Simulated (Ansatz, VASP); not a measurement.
# Two plane-wave programs on Mo

```
Mo
1.0
    -1.55559    1.55559    1.55559
     1.55559   -1.55559    1.55559
     1.55559    1.55559   -1.55559
Mo
1
Direct
  0.00000 0.00000 0.00000
```

Alike in both runs: functional LDA; k mesh 18 × 18 × 18; occupations gaussian, width 0.1 eV; no spin polarisation.

Ansatz relaxed the structure, and its values are those at the end. VASP's run is a single point on that final structure, the one shown.

```csv
,VASP,Ansatz
version,VASP 6.6.1,Ansatz 0.2.0
potentials or method,"VASP PAW LDA potentials, release 64 (Mo_sv), cutoff 520 eV","scalar-relativistic, plane waves, PAW"
valence electrons in the cell,14,14
```

|  | VASP | Ansatz | Ansatz less VASP |
| --- | --- | --- | --- |
| gap on the k mesh at the Fermi level (eV) | none | none | - |
| pressure (GPa) | 1.3 | 0.0 | -1.23 |

LDA's correlation is that of Perdew and Zunger in VASP and of Perdew and Wang (1992) in Ansatz. A gap of «none» marks a metal or a gap that the smearing closes.
